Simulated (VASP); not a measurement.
**NaCl: electric field gradients with PBE**

Crystal: NaCl.

```
Na Cl
1.0
     0.00000    2.79348    2.79348
     2.79348    0.00000    2.79348
     2.79348    2.79348    0.00000
Na Cl
1 1
Direct
  0.00000 0.00000 0.00000
  0.50000 0.50000 0.50000
```

This cell differs from its parent crystal: volume scaled by 0.96.

| Item | Value |
| --- | --- |
| Program | VASP 6.6.1 |
| Task | electric field gradients |
| Functional | PBE |
| Potentials or basis | VASP PAW PBE potentials, release 64 (Na_pv, Cl) |
| Cutoff | 520 eV |
| k mesh | 7 × 7 × 7 |
| Occupations | fermi-dirac, width 0.03 eV |
| Spin | no spin polarisation |
| Dipole correction | no |
| Further INCAR settings | ALGO = Normal; EDIFF = 1e-08; NBANDS = 14 |

```
Pressure               : 1.5 GPa
Band gap on the k mesh : 5.22 eV, direct
```

Levels at points of the mesh, in eV from the valence-band top:
```tsv
k point	band 4	band 5	band 6	band 7	band 8	band 9	band 10	band 11
(0.00, 0.00, 0.00)	-12.72	0.00	0.00	0.00	5.22	11.15	11.15	11.15
```

It took 8.3 s on 1 thread of AMD EPYC 9R45 96-Core Processor (Zen 5), on a shared host, peak memory 0.13 GiB.

Caveat: without QUAD_EFG the Cq values of the log hold for a quadrupole moment of 1 mb, not for the nuclei.
